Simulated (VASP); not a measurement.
Input of a VASP 6.6.1 run:

Contents of INCAR:

```
ALGO = Normal ; EDIFF = 1E-6
ENCUT = 520 ; GGA = PE
ISIF = 2 ; ISMEAR = 0
LASPH = T ; LCHARG = T
LELF = T ; LREAL = F
LVHAR = T ; LWAVE = F
NBANDS = 51 ; NELM = 100
PREC = Accurate ; SIGMA = 0.1
```

File KPOINTS:

```
k-points
0
Gamma
  6 6 2
```

File POSCAR:

```
IrRh5
1.0
    2.7469056746      0.0000000000      0.0000000000
   -1.3734528373      2.3788900960      0.0000000000
    0.0000000000      0.0000000000     13.0360018732
Ir Rh
1 5
Direct
    0.6666666667      0.3333333333      0.5000000000
    0.3333333333      0.6666666667      0.6664930772
    0.3333333333      0.6666666667      0.0000000000
    0.3333333333      0.6666666667      0.3335069228
    0.6666666667      0.3333333333      0.8342207929
    0.6666666667      0.3333333333      0.1657792071
```

Potentials or basis: VASP PAW PBE potentials, release 64 (Ir, Rh_pv).

Command:

```sh
$ cat potpaw_PBE.64/Ir/POTCAR potpaw_PBE.64/Rh_pv/POTCAR > POTCAR
$ mpirun -np 1 vasp_std > vasp.out
```

What does it give for the largest force?

0.022 eV/Å.

Predict the pressure.

0.1 GPa.

Forces on the atoms (eV/Å):
```
Ir   0.000  0.000  0.000
Rh   0.000  0.000  0.022
Rh   0.000  0.000  0.000
Rh   0.000  0.000 -0.022
Rh   0.000  0.000 -0.008
Rh   0.000  0.000  0.008
```

Caveat: the k points lie up to 0.44 Å⁻¹ apart, too coarse for converged energies and pressures of a metal.
